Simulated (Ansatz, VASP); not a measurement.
## Two plane-wave programs on SnSe

```xyz
4
Lattice="2.2397 -6.0761 -0.0401 2.2397 6.0761 0.0401 0.0000 0.0296 4.4206" Properties=species:S:1:pos:R:3 pbc="T T T"
Sn    2.2119   -4.6178    1.0037
Sn    2.2119    4.6474    3.4168
Se    2.2676   -1.7166    1.0760
Se    2.2676    1.7462    3.3446
```

Alike in both runs: task single point; functional PBE; k mesh 8 × 8 × 6; occupations gaussian, width 0.02 eV; no spin polarisation.

|  | VASP | Ansatz |
| --- | --- | --- |
| version | VASP 6.6.1 | Ansatz 0.2.0 |
| potentials or method | VASP PAW PBE potentials, release 64 (Sn_d, Se), cutoff 520 eV | scalar-relativistic, plane waves, PAW |
| valence electrons in the cell | 40 | 60 |

```tsv
	VASP	Ansatz	Ansatz less VASP
gap on the k mesh at the Fermi level (eV)	0.42	0.42	+0.002
least direct gap on the mesh (eV)	0.42	0.42	+0.002
pressure (GPa)	-4.4	-4.5	-0.02
traceless stress, the component that is largest in VASP (GPa)	0.60	0.61	+0.006
rms of the force components (eV/Å)	0.345	0.349	+0.0040
```

Atom by atom the forces differ by 0.004 eV/Å (rms over components). With one functional, cell and mesh, what is left measures potentials, basis and numerics. VASP's potentials hold 40 valence electrons a cell and Ansatz's 60, so a difference there can come from the potentials and not from the codes.
